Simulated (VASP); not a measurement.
Crystal: SiRu.

```
Si Ru
1.0
     4.70482    0.00000    0.00000
     0.00000    4.70482    0.00000
     0.00000    0.00000    4.70482
Si Ru
4 4
Direct
  0.16242 0.33758 0.66242
  0.33758 0.66242 0.16242
  0.66242 0.16242 0.33758
  0.83758 0.83758 0.83758
  0.87060 0.62940 0.37060
  0.62940 0.37060 0.87060
  0.37060 0.87060 0.62940
  0.12940 0.12940 0.12940
```

Base run:

* Program: VASP 6.6.1
* Functional: PBE
* Potentials or basis: VASP PAW PBE potentials, release 64 (Si, Ru_pv)
* Cutoff: 500 eV
* k mesh: 6 × 6 × 6
* Occupations: fermi-dirac, width 0.02 eV
* Spin: no spin polarisation

Its results: band gap on the k mesh 0.27 eV (least direct gap 0.33 eV); pressure 5.0 GPa; largest force 0.129 eV/Å.

Q: The run is repeated on the same cell with these changes: functional from PBE to r2SCAN; cutoff from 500 eV to 550 eV. What comes out?

A: Band gap on the k mesh 0.35 eV (least direct gap 0.41 eV); pressure 0.7 GPa; largest force 0.022 eV/Å.

Caveats: the cell stands under pressure (at least some runs); the PAW data sets were made with another functional, which shifts forces and pressure a little (at least some runs).

A k mesh can miss the band edges.
